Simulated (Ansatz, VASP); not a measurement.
# Zr: VASP beside Ansatz

INCAR

```
PREC = Accurate ; ENCUT = 520
EDIFF = 1E-8 ; ISMEAR = -1
SIGMA = 0.08 ; LREAL = False
LASPH = True ; NELM = 100
ALGO = Normal ; ISIF = 2
LWAVE = False ; LCHARG = False
GGA = PS ; LEFG = True
NBANDS = 19
```

KPOINTS

```
Automatic mesh
0
Gamma
  13 13 7
```

File POSCAR:

```
Zr
1.0
    3.1883172162      0.0000000000      0.0000000000
   -1.5941586081      2.7611637045      0.0000000000
    0.0000000000      0.0000000000      5.0774374186
Zr
2
Direct
    0.3333333333      0.6666666667      0.2500000000
    0.6666666667      0.3333333333      0.7500000000
```

Input for Ansatz:

```yaml
crystal:
  lattice:
    - [3.1883172162, 0.0, 0.0]
    - [-1.5941586081, 2.7611637045, 0.0]
    - [0.0, 0.0, 5.0774374186]
  atoms:
    - { symbol: Zr, position: [0.3333333333, 0.6666666667, 0.25] }
    - { symbol: Zr, position: [0.6666666667, 0.3333333333, 0.75] }
kpoints:
  mp_grid: { grid: [13, 13, 7] }
scf:
  occupations: { method: fermi_dirac, width: 0.08 }
hamiltonian:
  xc: pbesol
  pseudopotentials: { kind: paw }
output:
  forces: true
  stress: true
  eigenvalues: true
  efg: { contact_densities: true }
  write_density: true
  write_potential: true
  elf: true
  volumetric_format: npy
```

Change from the starting cell: volume scaled by 0.96, PAW files.

Alike in both runs: task electric field gradients; functional PBEsol; k mesh 13 × 13 × 7; occupations fermi-dirac, width 0.08 eV; no spin polarisation.

|  | VASP | Ansatz |
| --- | --- | --- |
| version | VASP 6.6.1 | Ansatz 0.2.0 |
| potentials or method | VASP PAW PBE potentials, release 64 (Zr_sv) | PAW with Ansatz's default frozen-core files, scalar-relativistic |
| plane-wave cutoff (eV) | 520 | 420 |
| valence electrons in the cell | 24 | 24 |

Ansatz gave:

| Property | Result |
| --- | --- |
| pressure (GPa) | 0.6 |
| traceless stress, the component that is largest in VASP (GPa) | 0.68 |
| size of Vzz on the site where it differs most (V/Å²) | 46.1 |

Problem. Estimate VASP's values.

Solution. Pressure (GPa): 0.6; traceless stress, the component that is largest in VASP (GPa): 0.68; size of Vzz on the site where it differs most (V/Å²): 45.6.

VASP's potentials were made for PBE, not for PBEsol. The functional is the same, so the differences come from potentials, cutoffs and numerics.
